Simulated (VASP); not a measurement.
Write the native input for VASP 6.6.1 that does the following.

| Property | Result |
| --- | --- |
| Task | relaxation of cell and atoms |
| Functional | PBE |
| Potentials or basis | VASP PAW PBE potentials, release 64 (Sc_sv, Ru_pv) |
| Cutoff | 600 eV |
| k mesh | 4 × 4 × 4 |
| Occupations | gaussian, width 0.1 eV |
| Spin | no spin polarisation |
| Dipole correction | no |
| Further INCAR settings | ALGO = Normal; EDIFF = 1e-06; IBRION = 2; EDIFFG = -0.04; NSW = 90; ISIF = 3 |

The structure of Sc3Ru lies in POSCAR:

```
Sc3Ru
1.0
    4.1071972818      0.0000000000      0.0000000000
    0.0000000000      4.1071972818      0.0000000000
    0.0000000000      0.0000000000      4.1071972818
Sc Ru
3 1
Direct
    0.0000000000      0.5000000000      0.5000000000
    0.5000000000      0.0000000000      0.5000000000
    0.5000000000      0.5000000000      0.0000000000
    0.0000000000      0.0000000000      0.0000000000
```

One way to write it, as run:

INCAR

```
SYSTEM = Sc3Ru
  PREC = Accurate
  ENCUT = 600
  EDIFF = 1E-6
  ISMEAR = 0
  SIGMA = 0.1
  LREAL = .FALSE.
  LASPH = .TRUE.
  NELM = 60
  ALGO = Normal
  ISIF = 3
  LWAVE = .FALSE.
  LCHARG = .FALSE.
  GGA = PE
  IBRION = 2
  NSW = 90
  EDIFFG = -0.04
```

KPOINTS

```
Automatic mesh
0
G
  4 4 4
  0 0 0
```

Potentials or basis: VASP PAW PBE potentials, release 64 (Sc_sv, Ru_pv).

Run with:

```console
$ cat potpaw_PBE.64/Sc_sv/POTCAR potpaw_PBE.64/Ru_pv/POTCAR > POTCAR
$ mpirun -np 1 vasp_std > vasp.out
```

Results of the run:

```
Relaxed volume                        : 19.84 Å³/atom
Relaxed cell                          : a = 4.297 Å, b = 4.297 Å, c = 4.297 Å, α = 90.00°, β = 90.00°, γ = 90.00°
Space group after relaxing (to 0.1 Å) : Pm-3m (No. 221)
Energy gained by relaxing             : 107.1 meV/atom
Ionic steps                           : 3
Pressure after relaxing               : -0.1 GPa
Band gap on the k mesh                : zero (an odd number of electrons rules out a gap without spin polarisation)
```

Caveat: the k points lie up to 0.37 Å⁻¹ apart in the final cell, too coarse for converged energies and pressures of a metal.

It took 4.3 min on 1 thread of Oxide Virtual Turin-like Processor (shared host), peak memory 0.18 GiB.
